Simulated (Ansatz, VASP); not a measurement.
**Two plane-wave programs on Cu**

```
Cu
1.0
    -1.37569    1.37569    1.41490
     1.37569   -1.37569    1.41490
     1.37569    1.37569   -1.41490
Cu
1
Direct
  0.00000 0.00000 0.00000
```

Alike in both runs: task single point; functional LDA; k mesh 24 × 24 × 24; occupations gaussian, width 0.15 eV; no spin polarisation.

|  | VASP | Ansatz |
| --- | --- | --- |
| version | VASP 6.6.1 | Ansatz 0.2.0 |
| potentials or method | VASP PAW LDA potentials, release 64 (Cu), cutoff 520 eV | scalar-relativistic, plane waves, PAW |
| valence electrons in the cell | 11 | 19 |

VASP gave:

- gap on the k mesh at the Fermi level (eV): none
- pressure (GPa): 4.7
- traceless stress, the component that is largest in VASP (GPa): 0.27

**Question.** What did Ansatz give for the same quantities?

**Answer.** gap on the k mesh at the Fermi level (eV): none; pressure (GPa): 3.8; traceless stress, the component that is largest in VASP (GPa): 0.28.

Ansatz warns that its potentials were made for another functional, while VASP's fit it. LDA's correlation is that of Perdew and Zunger in VASP and of Perdew and Wang (1992) in Ansatz. A gap of «none» marks a metal or a gap that the smearing closes. VASP's potentials hold 11 valence electrons a cell and Ansatz's 19, so a difference there can come from the potentials and not from the codes.
